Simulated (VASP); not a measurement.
Here is a VASP 6.6.1 calculation.

The input INCAR:

```
SYSTEM = GaAs
ALGO     = Normal         ! electronic algorithm
EDIFF    = 1E-7           ! SCF threshold, eV
ENCUT    = 520            ! plane-wave cutoff, eV
GGA      = PE             ! functional
ISIF     = 2              ! what is computed and relaxed
ISMEAR   = -1             ! smearing method
LASPH    = .True.         ! aspherical terms in the spheres
LCHARG   = .False.        ! write CHGCAR
LREAL    = .False.        ! projectors in reciprocal space
LWAVE    = .False.        ! write WAVECAR
NBANDS   = 16             ! bands
NELM     = 80             ! most SCF steps
PREC     = Accurate       ! precision mode
SIGMA    = 0.02           ! smearing width, eV
```

File KPOINTS:

```
k-points
0
Gamma
  8 8 8
  0 0 0
```

The input POSCAR:

```
GaAs
1.0
    0.0000000000      2.7764233935      2.8810310456
    2.7764233935      0.0000000000      2.8810310456
    2.7764233935      2.7764233935      0.0000000000
Ga As
1 1
Direct
    0.0000000000      0.0000000000      0.0000000000
    0.2500000000      0.2500000000      0.2500000000
```

Potentials or basis: VASP PAW PBE potentials, release 64 (Ga_d, As).

Command:

```sh
$ cat potpaw_PBE.64/Ga_d/POTCAR potpaw_PBE.64/As/POTCAR > POTCAR
$ mpirun -np 1 vasp_std > vasp.out
```

Task: What does it give for the pressure?

Result: 4.8 GPa.

Task: Estimate the band gap on the k mesh.

Result: 0.56 eV.

Stress tensor (GPa, compression positive):
```
5.58 0.00 0.00
0.00 5.58 0.00
0.00 0.00 3.23
```

Caveat: the cell differs from its parent crystal (epitaxial xy strain -2.0%); the cell stands under pressure. A k mesh can miss the band edges.
